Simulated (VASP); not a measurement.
## K3Mg4SiF12 (a cell with a defect): single point with PBEsol

Crystal: K3Mg4SiF12 (a cell with a defect).

```
Si K Mg F
1.0
     7.98254    0.00000    0.00000
     0.00000    7.98254    0.00000
     0.00000    0.00000    7.98254
Si K Mg F
2 6 8 24
Direct
  0.92501 0.02117 0.97898
  0.43907 0.43050 0.57537
  0.99600 0.99236 0.47790
  0.99975 0.52140 0.01304
  0.99222 0.52189 0.48446
  0.50423 0.98813 0.01091
  0.50230 0.97892 0.49545
  0.50122 0.50665 0.01958
  0.25422 0.25523 0.24220
  0.16238 0.17964 0.81941
  0.25121 0.75314 0.25068
  0.25658 0.75919 0.74902
  0.74728 0.25108 0.25913
  0.76966 0.25980 0.73479
  0.74988 0.75352 0.24720
  0.75244 0.73938 0.75115
  0.26602 0.28800 0.99974
  0.30435 0.27193 0.50257
  0.25833 0.73981 0.99648
  0.24038 0.76161 0.50157
  0.77266 0.23048 0.99304
  0.72757 0.24064 0.50070
  0.72848 0.72048 0.99790
  0.76223 0.75824 0.50511
  0.00281 0.24793 0.26029
  0.00667 0.27178 0.66752
  0.00178 0.74668 0.25438
  0.00701 0.75345 0.75673
  0.50310 0.24943 0.22559
  0.50811 0.29019 0.73661
  0.49856 0.75526 0.24754
  0.50579 0.75113 0.75130
  0.25662 0.00766 0.25475
  0.29238 0.00148 0.73947
  0.24170 0.50245 0.25699
  0.27789 0.49660 0.71543
  0.72905 0.00333 0.27799
  0.76821 0.00598 0.76860
  0.76118 0.49677 0.24372
  0.77492 0.49678 0.76009
```

| Quantity | Value |
| --- | --- |
| Program | VASP 6.6.1 |
| Task | single point |
| Functional | PBEsol |
| Potentials or basis | VASP PAW PBE potentials, release 64 (Si, K_sv, Mg, F) |
| Cutoff | 520 eV |
| k mesh | 1 × 1 × 1, shifted |
| Occupations | fermi-dirac, width 0.05 eV |
| Spin | no spin polarisation |
| Dipole correction | no |
| Further INCAR settings | LREAL = Auto; ALGO = Normal; EDIFF = 1e-06; NBANDS = 149; ISYM = 0 |

```
Pressure               : 2.2 GPa
Largest force          : 0.150 eV/Å
Band gap on the k mesh : 1.40 eV
```

Forces in eV/Å, atoms in the order of the input:
```
Si   0.017 -0.004  0.029
Si   0.093  0.091 -0.074
K    0.020 -0.006  0.014
K    0.015 -0.003 -0.012
K    0.008 -0.013  0.017
K   -0.010  0.024 -0.005
K   -0.009  0.006  0.005
K   -0.016 -0.018  0.008
Mg   0.011 -0.002  0.008
Mg   0.031  0.018 -0.028
Mg  -0.004 -0.002  0.009
Mg  -0.006  0.001 -0.008
Mg  -0.012 -0.004 -0.006
Mg  -0.009  0.012  0.007
Mg  -0.001  0.004  0.010
Mg   0.004 -0.009 -0.004
F   -0.039 -0.035  0.006
F   -0.062 -0.070 -0.050
F   -0.005  0.011 -0.006
F    0.009 -0.004  0.005
F   -0.003  0.012  0.002
F    0.017  0.001 -0.005
F    0.033  0.033 -0.012
F   -0.015 -0.003  0.004
F    0.004  0.006 -0.013
F   -0.008 -0.015  0.040
F   -0.009  0.017 -0.016
F   -0.012  0.006  0.003
F   -0.001  0.000  0.019
F    0.039 -0.048  0.047
F    0.009 -0.007 -0.007
F    0.013 -0.011  0.006
F   -0.011 -0.001 -0.023
F   -0.023 -0.009  0.020
F    0.011  0.000  0.000
F   -0.052  0.048  0.049
F    0.017 -0.009 -0.036
F   -0.015 -0.022  0.006
F   -0.014 -0.002  0.001
F   -0.016  0.007 -0.009
```

Stress tensor (GPa, compression positive):
```
 1.92  0.31 -0.24
 0.31  2.35 -0.06
-0.24 -0.06  2.41
```

Levels at points of the mesh, in eV from the valence-band top:
| k point | band 120 | band 121 | band 122 | band 123 | band 124 | band 125 | band 126 | band 127 |
| --- | --- | --- | --- | --- | --- | --- | --- | --- |
| (0.25, 0.25, 0.25) | -4.91 | -4.15 | -2.70 | 0.00 | 1.40 | 1.82 | 2.51 | 2.73 |

Wall time 9.6 min on 1 thread of AMD EPYC 7R43 64-Core Processor (Zen 3) (shared host), peak memory 0.56 GiB.

Caveat: the k points lie up to 0.79 Å⁻¹ apart; the PAW data sets were made with another functional, which shifts forces and pressure a little.
